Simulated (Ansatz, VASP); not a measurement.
**Sb: VASP beside Ansatz**

Contents of INCAR:

```
SYSTEM = Sb
PREC = Accurate
ENCUT = 400
EDIFF = 1E-6
ISMEAR = 0
SIGMA = 0.04
LREAL = .FALSE.
LASPH = .TRUE.
NELM = 120
ALGO = Normal
ISIF = 2
LWAVE = .FALSE.
LCHARG = .TRUE.
LDIPOL = .TRUE.
IDIPOL = 3
DIPOL = 0.5 0.5 0.311
GGA = PE
LELF = .TRUE.
LVHAR = .TRUE.
LVACPOTAV = .TRUE.
NBANDS = 12
GGA_COMPAT = .FALSE.
NELMDL = -8
```

File KPOINTS:

```
regular mesh
0
G
  12 12 1
  0 0 0
```

The input POSCAR:

```
Sb
1.0
    4.1005346957      0.0000000000      0.0000000000
   -2.0502673478      3.5511672155      0.0000000000
    0.0000000000      0.0000000000     26.8700000000
Sb
2
Direct
    0.3333333333      0.6666666667      0.2809404539
    0.6666666667      0.3333333333      0.3409888007
```

Input for Ansatz:

```yaml
crystal:
  lattice:
    - [4.1005346815, 0.0, 0.0]
    - [-2.0502673407, 3.5511672032, 0.0]
    - [0.0, 0.0, 26.87]
  atoms:
    - { symbol: Sb, position: [0.3333333333, 0.6666666667, 0.2809404545] }
    - { symbol: Sb, position: [0.6666666667, 0.3333333333, 0.3409888015] }
basis:
  ecutwfc: 420
kpoints:
  mp_grid: { grid: [12, 12, 1] }
hamiltonian:
  xc: pbe
  pseudopotentials: { kind: paw, azcp: { folder: soft_1 } }
scf:
  occupations: { method: gaussian, width: 0.04 }
  n_extra_bands: 6
  max_iter: 160
output:
  forces: true
  eigenvalues: true
  write_density: true
  write_potential: true
  elf: true
  volumetric_format: npy
efield:
  axis: 3
  dipole_correction: true
```

Alike in both runs: task single point; functional PBE; k mesh 12 × 12 × 1; occupations gaussian, width 0.04 eV; no spin polarisation.

```csv
,VASP,Ansatz
version,VASP 6.6.1,Ansatz 0.2.0
potentials or method,"VASP PAW PBE potentials, release 64 (Sb), cutoff 400 eV","scalar-relativistic, plane waves, PAW"
valence electrons in the cell,10,30
```

```csv
,VASP,Ansatz,Ansatz less VASP
gap on the k mesh at the Fermi level (eV),1.35,1.34,-0.006
least direct gap on the mesh (eV),1.61,1.64,+0.032
rms of the force components (eV/Å),0.203,0.149,-0.0541
```

Atom by atom the forces differ by 0.054 eV/Å (rms over components). The functional is the same, so the differences come from potentials, cutoffs and numerics. VASP's potentials hold 10 valence electrons a cell and Ansatz's 30, so a difference there can come from the potentials and not from the codes.

Neither program's run includes spin-orbit coupling.
